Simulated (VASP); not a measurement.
The system is AsPt4.

```
As Pt
1.0
    -2.81256    2.81256    2.81256
     2.81256   -2.81256    2.81256
     2.81256    2.81256   -2.81256
As Pt
1 4
Direct
  0.00000 0.00000 0.00000
  0.00000 0.00000 0.50000
  0.50000 0.00000 0.00000
  0.00000 0.50000 0.00000
  0.50000 0.50000 0.50000
```

The cell was generated, and may not be a known phase.

| Quantity | Value |
| --- | --- |
| Program | VASP 6.6.1 |
| Task | relaxation of cell and atoms |
| Functional | PBE |
| Potentials or basis | VASP PAW PBE potentials, release 64 (As, Pt) |
| Cutoff | 600 eV |
| k mesh | 10 × 10 × 10 |
| Occupations | gaussian, width 0.1 eV |
| Spin | no spin polarisation |

At the start: pressure 3.9 GPa; volume 17.80 Å³/atom.

Q: How do energy, volume and symmetry change on relaxing?

A: Over 3 steps the energy falls by 4.6 meV/atom and the volume is 18.19 Å³/atom (+2.2 %); space group Im-3m (No. 229, to 0.1 Å) before and after.

The path:
| step | energy change (eV) | largest force (eV/Å) | pressure (GPa) | volume (Å³) |
| --- | --- | --- | --- | --- |
| 1 | 0.0000 | 0.0000 | 3.94 | 88.99 |
| 2 | 0.0560 | 0.0000 | -6.29 | 94.76 |
| 3 | -0.0230 | 0.0000 | 0.00 | 90.95 |

Final structure:
```yaml
crystal:
  lattice:
    - [-2.83297, 2.83297, 2.83297]
    - [2.83297, -2.83297, 2.83297]
    - [2.83297, 2.83297, -2.83297]
  atoms:
    - { symbol: As, position: [0.00000, 0.00000, 0.00000] }
    - { symbol: Pt, position: [0.00000, 0.00000, 0.50000] }
    - { symbol: Pt, position: [0.50000, 0.00000, 0.00000] }
    - { symbol: Pt, position: [0.00000, 0.50000, 0.00000] }
    - { symbol: Pt, position: [0.50000, 0.50000, 0.50000] }
```
